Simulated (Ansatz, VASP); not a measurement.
Ti: VASP beside Ansatz

The input INCAR:

```
PREC = Accurate ; ENCUT = 520
EDIFF = 1E-6 ; ISMEAR = 1
SIGMA = 0.2 ; LREAL = F
LASPH = T ; NELM = 60
ALGO = Normal ; ISIF = 2
LWAVE = F ; LCHARG = T
GGA = PE ; LELF = T
LVHAR = T ; NBANDS = 19
```

KPOINTS

```
regular mesh
0
Gamma
  13 13 7
```

The input POSCAR:

```
Ti
1.0
    2.9499978604      0.0000000000      0.0000000000
   -1.4749989302      2.5547730882      0.0000000000
    0.0000000000      0.0000000000      4.6860000000
Ti
2
Direct
    0.3333333333      0.6666666667      0.2500000000
    0.6666666667      0.3333333333      0.7500000000
```

Input for Ansatz:

```yaml
crystal:
  lattice:
    - [2.9499978604, 0.0, 0.0]
    - [-1.4749989302, 2.5547730882, 0.0]
    - [0.0, 0.0, 4.686]
  atoms:
    - { symbol: Ti, position: [0.3333333333, 0.6666666667, 0.25] }
    - { symbol: Ti, position: [0.6666666667, 0.3333333333, 0.75] }
kpoints:
  mp_grid: { grid: [13, 13, 7] }
scf:
  occupations: { method: methfessel_paxton, width: 0.2 }
hamiltonian:
  xc: pbe
  pseudopotentials: { kind: all_electron, lapw: { basis_error: 0.0005 } }
output:
  forces: true
  stress: true
  eigenvalues: true
```

Alike in both runs: task single point; functional PBE; k mesh 13 × 13 × 7; occupations methfessel-paxton of order 1, width 0.2 eV; no spin polarisation.

|  | VASP | Ansatz |
| --- | --- | --- |
| version | VASP 6.6.1 | Ansatz 0.2.0 |
| potentials or method | VASP PAW PBE potentials, release 64 (Ti_sv), cutoff 520 eV | all-electron LAPW, scalar-relativistic |

|  | VASP | Ansatz | Ansatz less VASP |
| --- | --- | --- | --- |
| pressure (GPa) | -1.9 | -1.7 | +0.22 |
| traceless stress, the component that is largest in VASP (GPa) | -0.29 | -0.29 | +0.003 |

Ansatz ran all-electron here, and VASP with PAW potentials.
